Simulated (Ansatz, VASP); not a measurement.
**One calculation of SnO, two programs**

File INCAR:

```
SYSTEM = SnO
PREC = Accurate
ENCUT = 520
EDIFF = 1E-7
ISMEAR = 0
SIGMA = 0.05
LREAL = .FALSE.
LASPH = .TRUE.
NELM = 100
ALGO = Normal
ISIF = 2
LWAVE = .FALSE.
LCHARG = .TRUE.
LDIPOL = .TRUE.
IDIPOL = 3
DIPOL = 0.5 0.5 0.401
GGA = PE
IVDW = 12
LELF = .TRUE.
LVHAR = .TRUE.
LVACPOTAV = .TRUE.
NBANDS = 50
```

Contents of KPOINTS:

```
regular mesh
0
G
  7 7 1
  0 0 0
```

File POSCAR:

```
SnO
1.0
    3.8206509079      0.0000053603      0.0000000000
   -0.0000052472      3.8206509079      0.0000000000
    0.0000000000      0.0000000000     22.2280089981
Sn O
4 4
Direct
    0.9998502662      0.9998502662      0.2024472817
    0.4998491692      0.4998491692      0.3087997895
    0.6248491692      0.8748491692      0.4932517573
    1.1248502662      1.3748502662      0.5996042650
    0.9998512723      0.4998508145      0.2556235141
    0.4998508145      0.9998512723      0.2556235141
    0.6248481630      1.3748486208      0.5464279896
    1.1248486208      0.8748481630      0.5464279896
```

Input for Ansatz:

```yaml
crystal:
  lattice:
    - [3.8206509079, 5.3603e-06, 0.0]
    - [-5.2472e-06, 3.8206509079, 0.0]
    - [0.0, 0.0, 22.2280089981]
  atoms:
    - { symbol: Sn, position: [0.9998502662, 0.9998502662, 0.2024472817] }
    - { symbol: O, position: [0.9998512723, 0.4998508145, 0.2556235141] }
    - { symbol: O, position: [0.4998508145, 0.9998512723, 0.2556235141] }
    - { symbol: Sn, position: [0.4998491692, 0.4998491692, 0.3087997895] }
    - { symbol: Sn, position: [0.6248491692, 0.8748491692, 0.4932517573] }
    - { symbol: O, position: [0.624848163, 1.3748486208, 0.5464279896] }
    - { symbol: O, position: [1.1248486208, 0.874848163, 0.5464279896] }
    - { symbol: Sn, position: [1.1248502662, 1.3748502662, 0.599604265] }
basis:
  ecutwfc: 420
kpoints:
  mp_grid: { grid: [7, 7, 1] }
hamiltonian:
  xc: pbe
  dispersion: d3bj
scf:
  occupations: { method: gaussian, width: 0.05 }
output:
  forces: true
  eigenvalues: true
efield:
  axis: 3
  dipole_correction: true
  ramp_width: 0.04
```

Alike in both runs: task single point; functional PBE; dispersion D3(BJ); k mesh 7 × 7 × 1; occupations gaussian, width 0.05 eV; no spin polarisation.

|  | VASP | Ansatz |
| --- | --- | --- |
| version | VASP 6.6.1 | Ansatz 0.2.0 |
| potentials or method | VASP PAW PBE potentials, release 64 (Sn_d, O), cutoff 520 eV | scalar-relativistic, plane waves, PAW |
| valence electrons in the cell | 80 | 80 |

```tsv
	VASP	Ansatz	Ansatz less VASP
gap on the k mesh at the Fermi level (eV)	2.44	2.45	+0.007
least direct gap on the mesh (eV)	2.55	2.59	+0.039
rms of the force components (eV/Å)	0.040	0.014	-0.0252
```
